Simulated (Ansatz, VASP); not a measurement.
Given: the input of a run of Ansatz 0.2.0 on Ta3N.

Contents of input.yaml:

```yaml
crystal:
  lattice:
    - [3.0916944585, 0.0, 0.0]
    - [-1.5458472293, 2.6774859418, 0.0]
    - [0.0, 0.0, 7.6717065629]
  atoms:
    - { symbol: Ta, position: [0.6666666667, 0.3333333333, 0.82607] }
    - { symbol: Ta, position: [0.3333333333, 0.6666666667, 0.17393] }
    - { symbol: Ta, position: [0.0, 0.0, 0.5] }
    - { symbol: "N", position: [0.0, 0.0, 0.0] }
kpoints:
  mp_grid: { grid: [10, 10, 4] }
scf:
  occupations: { method: fermi_dirac, width: 0.05 }
hamiltonian:
  xc: lda
  pseudopotentials: { kind: all_electron, lapw: { basis_error: 0.002 } }
output:
  forces: true
  stress: true
  eigenvalues: true
```

Potentials or basis: all-electron LAPW, scalar-relativistic.

Command:

```sh
$ ansatz run input.yaml --threads 2 --pin off --max-ram 8192MiB --backend cpu --events-out ev --progress --plain --runs-dir out
```

Translate it to VASP 6.6.1. Potentials there: VASP PAW LDA potentials, release 64 (Ta_pv, N).

As run (the cutoff follows the program's own potentials):

Contents of INCAR:

```
  ALGO = Normal
  EDIFF = 1E-7
  ENCUT = 520
  ISIF = 2
  ISMEAR = -1
  LASPH = T
  LCHARG = F
  LREAL = F
  LWAVE = F
  NBANDS = 27
  NELM = 80
  PREC = Accurate
  SIGMA = 0.05
```

KPOINTS

```
k-points
0
Gamma
  10 10 4
```

Contents of POSCAR:

```
Ta3N
1.0
    3.0916944585      0.0000000000      0.0000000000
   -1.5458472293      2.6774859418      0.0000000000
    0.0000000000      0.0000000000      7.6717065629
Ta N
3 1
Direct
    0.6666666667      0.3333333333      0.8260700000
    0.3333333333      0.6666666667      0.1739300000
    0.0000000000      0.0000000000      0.5000000000
    0.0000000000      0.0000000000      0.0000000000
```

Potentials or basis: VASP PAW LDA potentials, release 64 (Ta_pv, N).

Command:

```bash
$ cat potpaw_LDA.64/Ta_pv/POTCAR potpaw_LDA.64/N/POTCAR > POTCAR
$ mpirun -np 1 vasp_std > vasp.out
```

Both were run:

|  | VASP | Ansatz | Ansatz less VASP |
| --- | --- | --- | --- |
| gap on the k mesh at the Fermi level (eV) | none | none | - |
| pressure (GPa) | -23.8 | -24.5 | -0.69 |
| traceless stress, the component that is largest in VASP (GPa) | 0.17 | 0.11 | -0.055 |
| rms of the force components (eV/Å) | 0.325 | 0.341 | +0.0159 |

LDA's correlation is that of Perdew and Zunger in VASP and of Perdew and Wang (1992) in Ansatz. Atom by atom the forces differ by 0.016 eV/Å (rms over components). A gap of «none» marks a metal or a gap that the smearing closes. Ansatz ran all-electron here, and VASP with PAW potentials.

Neither program's run includes spin-orbit coupling.
